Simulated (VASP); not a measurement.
# In (P6_3/mmc) in VASP: a series of runs

The runs below take In through single point, with PBEsol.

All numbers are computed with VASP 6.6.1; they aren't measurements. Logs are shortened: lines on timing, memory, paths and dates and some standing lists are left out, and cuts for length are marked.

## Step 1: The cell of the first run

Symmetry: P6_3/mmc, No. 194, hexagonal system. The conventional cell has a = 3.316 Å, b = 3.316 Å, c = 5.394 Å, α = 90.00°, β = 90.00°, γ = 120.00°. Within 4.3 Å of In (site symmetry -6m2) lie 12 In at 3.31 to 3.32 Å.

This isn't the form of In at room conditions, which is tetragonal.

## Step 2: Single point, PBEsol

INCAR reads:

```
PREC = Accurate ; ENCUT = 520
EDIFF = 1E-6 ; ISMEAR = -1
SIGMA = 0.1 ; LREAL = False
LASPH = True ; NELM = 80
ALGO = Normal ; ISIF = 2
LWAVE = False ; LCHARG = False
GGA = PS ; NBANDS = 20
```

KPOINTS reads:

```
regular mesh
0
Gamma
  11 11 6
```

POSCAR reads:

```
In
1.0
    3.3163055326      0.0000000000      0.0000000000
   -1.6581527663      2.8720048380      0.0000000000
    0.0000000000      0.0000000000      5.3936927047
In
2
Direct
    0.3333333333      0.6666666667      0.2500000000
    0.6666666667      0.3333333333      0.7500000000
```

Potentials or basis: VASP PAW PBE potentials, release 64 (In_d).

The run is started by

```sh
$ cat potpaw_PBE.64/In_d/POTCAR > POTCAR
$ mpirun -np 1 vasp_std > vasp.out
```

OUTCAR:

```text
PREC = Accurate
   ENCUT = 520
   EDIFF = 1E-6
   ISMEAR = -1
   LREAL = False
   LASPH = True
   NELM = 80
   ISIF = 2
   GGA = PS

 ion  position               nearest neighbor table
   1  0.333  0.667  0.250-   2 3.31   2 3.31   2 3.31   2 3.31   2 3.31   2 3.31
   2  0.667  0.333  0.750-   1 3.31   1 3.31   1 3.31   1 3.31   1 3.31   1 3.31

  LATTYP: Found a hexagonal cell.
 ALAT       =     3.3163055326
 C/A-ratio  =     1.6264160982

  Lattice vectors:

 A1 = (   3.3163055326,   0.0000000000,   0.0000000000)
 A2 = (  -1.6581527663,   2.8720048380,   0.0000000000)
 A3 = (   0.0000000000,   0.0000000000,   5.3936927047)

Analysis of symmetry for initial positions (statically):
=====================================================================
 Subroutine PRICEL returns:
 Original cell was already a primitive cell.

 Routine SETGRP: Setting up the symmetry group for a
 hexagonal supercell.

 Subroutine GETGRP returns: Found 24 space group operations
 (whereof 12 operations were pure point group operations)
 out of a pool of 24 trial point group operations.

The static configuration has the point symmetry D_3d.
 The point group associated with its full space group is D_6h.

Analysis of symmetry for dynamics (positions and initial velocities):
=====================================================================
 Subroutine PRICEL returns:
 Original cell was already a primitive cell.

 Routine SETGRP: Setting up the symmetry group for a
 hexagonal supercell.

 Subroutine GETGRP returns: Found 24 space group operations
 (whereof 12 operations were pure point group operations)
 out of a pool of 24 trial point group operations.

The dynamic configuration has the point symmetry D_3d.
 The point group associated with its full space group is D_6h.

 Subroutine INISYM returns: Found 24 space group operations
 (whereof 12 operations are pure point group operations),
 and found     1 'primitive' translations

----------------------------------------------------------------------------------------

                                     Primitive cell

  volume of cell :      51.3719

  direct lattice vectors                    reciprocal lattice vectors
     3.316305533  0.000000000  0.000000000     0.301540371  0.174094414  0.000000000
    -1.658152766  2.872004838  0.000000000     0.000000000  0.348188829  0.000000000
     0.000000000  0.000000000  5.393692705     0.000000000  0.000000000  0.185401738

  length of vectors
     3.316305533  3.316305533  5.393692705     0.348188829  0.348188829  0.185401738

  position of ions in fractional coordinates (direct lattice)
     0.333333333  0.666666667  0.250000000
     0.666666667  0.333333333  0.750000000

  ion indices of the primitive-cell ions
   primitive index   ion index
                 1           1
                 2           2

----------------------------------------------------------------------------------------

 KPOINTS: regular mesh

Automatic generation of k-mesh.
 Grid dimensions read from file:
 generate k-points for:   11   11    6

 Generating k-lattice:

  Cartesian coordinates                     Fractional coordinates (reciprocal lattice)
     0.027412761  0.015826765  0.000000000     0.090909091  0.000000000  0.000000000
     0.000000000  0.031653530  0.000000000     0.000000000  0.090909091  0.000000000
     0.000000000  0.000000000  0.030900290     0.000000000  0.000000000  0.166666667

  Length of vectors
     0.031653530  0.031653530  0.030900290

  Shift w.r.t. Gamma in fractional coordinates (k-lattice)
     0.000000000  0.000000000  0.000000000

 Subroutine IBZKPT returns following result:
 ===========================================

 Found     64 irreducible k-points:

 Following reciprocal coordinates:
            Coordinates               Weight
  0.000000  0.000000  0.000000      1.000000
  0.090909 -0.000000  0.000000      6.000000
  0.181818 -0.000000  0.000000      6.000000
  0.272727 -0.000000  0.000000      6.000000
  0.363636  0.000000  0.000000      6.000000
  0.454545 -0.000000  0.000000      6.000000
[... 16 lines left out ...]
  0.090909  0.090909  0.166667     12.000000
  0.181818  0.090909  0.166667     24.000000
 [... further k-points ...]
   k-points           NKPTS =     64   k-points in BZ     NKDIM =     64   number of bands    NBANDS=     20
   number of dos      NEDOS =    301   number of ions     NIONS =      2
   total plane-waves  NPLWV =  31360
   dimension x,y,z NGX =    28 NGY =   28 NGZ =   40
   dimension x,y,z NGXF=    56 NGYF=   56 NGZF=   80
   ions per type =               2
   NGX,Y,Z   is equivalent  to a cutoff of  14.04, 14.04, 12.33 a.u.
   NGXF,Y,Z  is equivalent  to a cutoff of  28.07, 28.07, 24.66 a.u.
 SYSTEM =  unknown system
   PREC   = accura    normal or accurate (medium, high low for compatibility)
   ISTART =      0    job   : 0-new  1-cont  2-samecut
   ICHARG =      2    charge: 1-file 2-atom 10-const
   ISPIN  =      1    spin polarized calculation?
   LNONCOLLINEAR =      F non collinear calculations
   LSORBIT =      F    spin-orbit coupling
   LASPH  =      T    aspherical Exc in radial PAW
   ENCUT  =  520.0 eV  38.22 Ry    6.18 a.u.   6.17  6.17 10.03*2*pi/ulx,y,z
   NELM   =     80;   NELMIN=  2; NELMDL= -5     # of ELM steps
   EDIFF  = 0.1E-05   stopping-criterion for ELM
   LREAL  =      F    real-space projection
   EDIFFG = 0.1E-04   stopping-criterion for IOM
   NSW    =      0    number of steps for IOM
   IBRION =     -1    ionic relax: 0-MD 1-quasi-New 2-CG
   NFREE  =      0    steps in history (QN), initial steepest desc. (CG)
   ISIF   =      2    stress and relaxation
   ISYM   =      2    0-nonsym 1-usesym 2-fastsym
   POTIM  = 0.5000    time-step for ionic-motion
   TEBEG  =    0.0;   TEEND  =   0.0 temperature during run
   PSTRESS=    0.0 pullay stress
   NELECT =      26.0000    total number of electrons
   NUPDOWN=      -1.0000    fix difference up-down
   EMIN   =  10.00;   EMAX   =-10.00  energy-range for DOS
   EFERMI =   0.00;   METHOD = LEGACY
   ISMEAR =    -1;   SIGMA  =   0.10  broadening in eV -4-tet -1-fermi 0-gaus
   EFERMI_NEDOS =   21; number of points for ismear=-14 and -15
   IALGO  =     38    algorithm
   IMIX   =      4    mixing-type and parameters
     AMIX     =   0.40;   BMIX     =  1.00
     AMIX_MAG =   1.60;   BMIX_MAG =  1.00
  volume/ion in A,a.u.               =      25.69       173.34
  Fermi-wavevector in a.u.,A,eV,Ry     =   1.304640  2.465412 23.158275  1.702085
  Thomas-Fermi vector in A             =   2.435562
   LORBIT       =      0    0 simple, 1 ext, 2 COOP (PROOUT), +10 PAW based schemes
   GGA     = PS    functional components
   LHFCALC =     F    Hartree Fock is set to
   AEXX    =    0.0000 exact exchange contribution
   IVDW    =     0    specifies the selected vdW correction
   LEPSILON=     F    determine dielectric tensor
   LRPA    =     F    only Hartree local field effects (RPA)
 non-spin polarized calculation
  energy-cutoff  :      520.00
  volume of cell :       51.37
 maximum number of plane-waves:      1396
 NGX is ok and might be reduce to    28
   NGX = 13   NGY = 13   NGZ = 21

 number of electron      25.9999997 magnetization

 Free energy of the ion-electron system (eV)
  ---------------------------------------------------
  ext. energy  EPLUGINS =         0.00000000
  ---------------------------------------------------
  free energy    TOTEN  =        -5.97802587 eV

  energy without entropy =       -5.94939802  energy(sigma->0) =       -5.96371195

 E-fermi :   7.5582     XC(G=0): -10.4940

 val. band max:        7.5390361890   @ k =   0.2727   0.0909   0.0000
 cond. band min:       7.6046017472   @ k =   0.3636   0.0909   0.3333
 fundamental gap:      0.0655655582
 Fermi energy:         7.5581843922

 k-point     1 :       0.0000    0.0000    0.0000
  band No.  band energies     occupation
      1      -7.0730      2.00000
      2      -6.9936      2.00000
      3      -6.9673      2.00000
      4      -6.9673      2.00000
      5      -6.9357      2.00000
      6      -6.9357      2.00000
[... 12 lines left out ...]
     19      18.5065      0.00000
     20      18.9695      0.00000

 k-point     2 :       0.0909   -0.0000    0.0000
  band No.  band energies     occupation
      1      -7.0629      2.00000
      2      -7.0038      2.00000
      3      -6.9492      2.00000
      4      -6.9428      2.00000
      5      -6.9328      2.00000
      6      -6.9126      2.00000
[... 12 lines left out ...]
     19      18.8398      0.00000
     20      19.6394      0.00000

 k-point     3 :       0.1818   -0.0000    0.0000
  band No.  band energies     occupation
      1      -7.0805      2.00000
      2      -6.9874      2.00000
      3      -6.9459      2.00000
      4      -6.9302      2.00000
      5      -6.9126      2.00000
      6      -6.8816      2.00000
[... 12 lines left out ...]
     19      18.2437      0.00000
     20      19.4946      0.00000

 k-point     4 :       0.2727   -0.0000    0.0000
  band No.  band energies     occupation
      1      -7.1291      2.00000
      2      -6.9898      2.00000
      3      -6.9878      2.00000
      4      -6.9431      2.00000
      5      -6.9117      2.00000
      6      -6.8022      2.00000
[... 12 lines left out ...]
     19      17.3268      0.00000
     20      18.8047      0.00000

 k-point     5 :       0.3636    0.0000    0.0000
  band No.  band energies     occupation
      1      -7.1746      2.00000
      2      -7.0502      2.00000
      3      -7.0104      2.00000
      4      -6.9692      2.00000
      5      -6.8637      2.00000
      6      -6.8275      2.00000
[... 12 lines left out ...]
     19      16.5563      0.00000
     20      18.1673      0.00000
[... 353 lines left out ...]
      6      -6.8242      2.00000
[... 12 lines left out ...]
     19      15.9059      0.00000
     20      17.6435      0.00000

 k-point    22 :       0.4545   -0.0000    0.1667
  band No.  band energies     occupation
      1      -7.1882      2.00000
      2      -7.1059      2.00000
      3      -7.0275      2.00000
      4      -6.9628      2.00000
      5      -6.9037      2.00000
      6      -6.8001      2.00000
[... 12 lines left out ...]
     19      15.5134      0.00000
     20      17.3596      0.00000

 k-point    23 :       0.0909    0.0909    0.1667
  band No.  band energies     occupation
      1      -7.0494      2.00000
      2      -7.0149      2.00000
      3      -6.9681      2.00000
      4      -6.9359      2.00000
      5      -6.9226      2.00000
      6      -6.8902      2.00000
[... 12 lines left out ...]
     19      18.0492      0.00000
     20      18.8997      0.00000

 k-point    24 :       0.1818    0.0909    0.1667
  band No.  band energies     occupation
      1      -7.0762      2.00000
      2      -7.0090      2.00000
      3      -6.9806      2.00000
      4      -6.9313      2.00000
      5      -6.9211      2.00000
      6      -6.8490      2.00000
[... 12 lines left out ...]
     19      17.7191      0.00000
     20      18.6252      0.00000

 [... further k-points ...]
[... 5 lines left out ...]
  --------------------------------------------------------------------------------------
  -------------------------------------------------------------------------------------
  Total       -0.0101637     -0.0101637     -0.0221701      0.0000000      0.0000000      0.0000000
  in kB       -0.3169821     -0.3169821     -0.6914374      0.0000000      0.0000000      0.0000000
  external PRESSURE =      -0.4418005 kB  Pullay stress =       0.0000000 kB

 VOLUME and BASIS-vectors are now :
 -----------------------------------------------------------------------------
  energy-cutoff  :      520.00
  volume of cell :       51.37
      direct lattice vectors                 reciprocal lattice vectors
     3.316305533  0.000000000  0.000000000     0.301540371  0.174094414  0.000000000
    -1.658152766  2.872004838  0.000000000     0.000000000  0.348188829  0.000000000
     0.000000000  0.000000000  5.393692705     0.000000000  0.000000000  0.185401738

 POSITION                                       TOTAL-FORCE (eV/Angst)
 -----------------------------------------------------------------------------------
     -0.00000      1.91467      1.34842         0.000000     -0.000000      0.000000
      1.65815      0.95733      4.04527        -0.000000      0.000000      0.000000
 -----------------------------------------------------------------------------------
    total drift:                               -0.000000      0.000000      0.000000

  FREE ENERGIE OF THE ION-ELECTRON SYSTEM (eV)
  ---------------------------------------------------
  free  energy   TOTEN  =        -5.9780258740 eV

  energy  without entropy=       -5.9493980183  energy(sigma->0) =       -5.96371195
```

Wall time 72 s (1 thread of Intel Xeon 8259CL, shared host); peak memory 0.21 GiB.

What came out:

* Free energy: -5.9780 eV
* Pressure: 0.0 GPa
* Band gap on the k mesh: zero (bands 13 and 14 overlap by 6.30 eV)

Levels at points of the mesh, in eV from the Fermi level:
| k point | band 11 | band 12 | band 13 | band 14 | band 15 | band 16 |
| --- | --- | --- | --- | --- | --- | --- |
| (0.00, 0.00, 0.00) | -9.69 | -4.30 | -3.45 | 8.40 | 8.40 | 10.29 |
| (0.00, 0.00, 0.50) | -8.27 | -8.27 | 3.23 | 3.23 | 9.46 | 9.46 |

Caveat: the PAW data sets were made with another functional, which shifts forces and pressure a little; spin-orbit coupling is left out, which moves the levels of the heavy elements.

## Step 3: Single point, PBEsol (22.60 Å³/atom)

This run uses another cell than the first one, of 22.60 Å³/atom.

INCAR reads:

```
PREC = Accurate
ENCUT = 520
EDIFF = 1E-7
ISMEAR = -1
SIGMA = 0.1
LREAL = False
LASPH = True
NELM = 80
ALGO = Normal
ISIF = 2
LWAVE = False
LCHARG = False
GGA = PS
NBANDS = 20
```

KPOINTS reads:

```
regular mesh
0
Gamma
  12 12 7
```

POSCAR reads:

```
In
1.0
    3.1779624362      0.0000000000      0.0000000000
   -1.5889812181      2.7521962021      0.0000000000
    0.0000000000      0.0000000000      5.1686892657
In
2
Direct
    0.3333333333      0.6666666667      0.2500000000
    0.6666666667      0.3333333333      0.7500000000
```

Potentials or basis: VASP PAW PBE potentials, release 64 (In_d).

The run is started by

```sh
$ cat potpaw_PBE.64/In_d/POTCAR > POTCAR
$ mpirun -np 1 vasp_std > vasp.out
```

Run time: 63 s. Hardware: 1 thread of Intel Xeon 8259CL, shared host; peak memory 0.19 GiB.

The run converged. Its results:

```yaml
Free_energy: -5.8322 eV
Pressure: 7.8 GPa
Band_gap_on_the_k_mesh: zero (bands 13 and 14 overlap by 5.74 eV)
```

Stress tensor (GPa, compression positive):
```
8.05 0.00 0.00
0.00 8.05 0.00
0.00 0.00 7.36
```

Levels at points of the mesh, in eV from the Fermi level:
```tsv
k point	band 9	band 10	band 11	band 12	band 13	band 14	band 15	band 16	band 17	band 18
(0.00, 0.00, 0.00)	-14.32	-14.32	-10.69	-4.39	-4.10	9.28	9.28	11.13	11.34	11.34
(0.50, 0.00, 0.00)	-14.28	-14.26	-5.26	-4.79	0.44	0.71	0.81	3.08	4.26	8.15
```

Caveat: the cell stands under pressure; the PAW data sets were made with another functional, which shifts forces and pressure a little; spin-orbit coupling is left out, which moves the levels of the heavy elements.

## Step 4: Single point, PBEsol (23.63 Å³/atom)

This run uses another cell than the first one, of 23.63 Å³/atom.

INCAR reads:

```
PREC = Accurate
ENCUT = 520
EDIFF = 1E-7
ISMEAR = -1
SIGMA = 0.1
LREAL = F
LASPH = T
NELM = 80
ALGO = Normal
ISIF = 2
LWAVE = F
LCHARG = T
GGA = PS
LELF = T
LVHAR = T
NBANDS = 20
```

KPOINTS is that of step 3.

POSCAR reads:

```
In
1.0
    3.2254017054      0.0000000000      0.0000000000
   -1.6127008527      2.7932798143      0.0000000000
    0.0000000000      0.0000000000      5.2458452567
In
2
Direct
    0.3333333333      0.6666666667      0.2500000000
    0.6666666667      0.3333333333      0.7500000000
```

Potentials or basis: VASP PAW PBE potentials, release 64 (In_d).

The run is started by

```sh
$ cat potpaw_PBE.64/In_d/POTCAR > POTCAR
$ mpirun -np 1 vasp_std > vasp.out
```

OUTCAR:

```text
PREC = Accurate
   ENCUT = 520
   EDIFF = 1E-7
   ISMEAR = -1
   LREAL = F
   LASPH = T
   NELM = 80
   ISIF = 2
   GGA = PS

 ion  position               nearest neighbor table
   1  0.333  0.667  0.250-   2 3.22   2 3.22   2 3.22   2 3.22   2 3.22   2 3.22
   2  0.667  0.333  0.750-   1 3.22   1 3.22   1 3.22   1 3.22   1 3.22   1 3.22

  LATTYP: Found a hexagonal cell.
 ALAT       =     3.2254017054
 C/A-ratio  =     1.6264160982

  Lattice vectors:

 A1 = (   3.2254017054,   0.0000000000,   0.0000000000)
[... 189 lines left out ...]
      2      -6.0976      2.00000
      3      -6.0635      2.00000
      4      -6.0635      2.00000
      5      -6.0227      2.00000
      6      -6.0227      2.00000
[... 541 lines left out ...]
     19      17.8945      0.00000
     20      19.3109      0.00000

 [... further k-points ...]
[... 5 lines left out ...]
  --------------------------------------------------------------------------------------
  -------------------------------------------------------------------------------------
  Total        1.4090576      1.4090576      1.2020286      0.0000000     -0.0000000      0.0000000
  in kB       47.7667410     47.7667410     40.7485031      0.0000000     -0.0000000      0.0000000
  external PRESSURE =      45.4273284 kB  Pullay stress =       0.0000000 kB

 VOLUME and BASIS-vectors are now :
 -----------------------------------------------------------------------------
  energy-cutoff  :      520.00
  volume of cell :       47.26
      direct lattice vectors                 reciprocal lattice vectors
     3.225401705  0.000000000  0.000000000     0.310038901  0.179001043  0.000000000
    -1.612700853  2.793279814  0.000000000     0.000000000  0.358002086  0.000000000
     0.000000000  0.000000000  5.245845257     0.000000000  0.000000000  0.190627049

 POSITION                                       TOTAL-FORCE (eV/Angst)
 -----------------------------------------------------------------------------------
     -0.00000      1.86219      1.31146         0.000000      0.000000      0.000000
      1.61270      0.93109      3.93438        -0.000000      0.000000      0.000000
 -----------------------------------------------------------------------------------
    total drift:                               -0.000000      0.000000     -0.000000

  FREE ENERGIE OF THE ION-ELECTRON SYSTEM (eV)
  ---------------------------------------------------
  free  energy   TOTEN  =        -5.9118432199 eV

  energy  without entropy=       -5.8872678162  energy(sigma->0) =       -5.89955552
```

Run time: 56 s. Hardware: 1 thread of Intel Xeon 8259CL, shared host; peak memory 0.19 GiB.

What came out:

```yaml
Free_energy: -5.9118 eV
Pressure: 4.5 GPa
Band_gap_on_the_k_mesh: zero (bands 13 and 14 overlap by 5.52 eV)
```

Caveat: the cell stands under pressure; the PAW data sets were made with another functional, which shifts forces and pressure a little; spin-orbit coupling is left out, which moves the levels of the heavy elements.

## Step 5: Single point, PBEsol (24.66 Å³/atom)

This run uses another cell than the first one, of 24.66 Å³/atom.

INCAR reads:

```
ALGO = Normal ; EDIFF = 1E-6
ENCUT = 520 ; GGA = PS
ISIF = 2 ; ISMEAR = -1
LASPH = True ; LCHARG = False
LREAL = False ; LWAVE = False
NBANDS = 20 ; NELM = 80
PREC = Accurate ; SIGMA = 0.1
```

KPOINTS reads:

```
k-points
0
Gamma
  12 12 7
```

POSCAR reads:

```
In
1.0
    3.2714850987      0.0000000000      0.0000000000
   -1.6357425493      2.8331892036      0.0000000000
    0.0000000000      0.0000000000      5.3207960295
In
2
Direct
    0.3333333333      0.6666666667      0.2500000000
    0.6666666667      0.3333333333      0.7500000000
```

The run is started by

```sh
$ cat potpaw_PBE.64/In_d/POTCAR > POTCAR
$ mpirun -np 1 vasp_std > vasp.out
```

Run time: 54 s. Hardware: 1 thread of Intel Xeon 8259CL, shared host; peak memory 0.19 GiB.

It converged, with:

```
Free energy            : -5.9542 eV
Pressure               : 2.0 GPa
Band gap on the k mesh : zero (bands 13 and 14 overlap by 5.31 eV)
```

Stress tensor (GPa, compression positive):
```
2.21 0.00 0.00
0.00 2.21 0.00
0.00 0.00 1.48
```

Levels at points of the mesh, in eV from the Fermi level:
| k point | band 9 | band 10 | band 11 | band 12 | band 13 | band 14 | band 15 | band 16 | band 17 | band 18 |
| --- | --- | --- | --- | --- | --- | --- | --- | --- | --- | --- |
| (0.00, 0.00, 0.00) | -14.26 | -14.26 | -10.01 | -4.34 | -3.66 | 8.66 | 8.66 | 10.61 | 10.61 | 10.95 |
| (0.50, 0.00, 0.00) | -14.23 | -14.22 | -5.06 | -4.43 | 0.40 | 0.44 | 0.86 | 2.99 | 4.09 | 7.72 |

Caveat: the PAW data sets were made with another functional, which shifts forces and pressure a little; spin-orbit coupling is left out, which moves the levels of the heavy elements.

(Part 1 of 2 ends here.)

The gap in the log of VASP goes by the Fermi energy; the results here count the filled bands.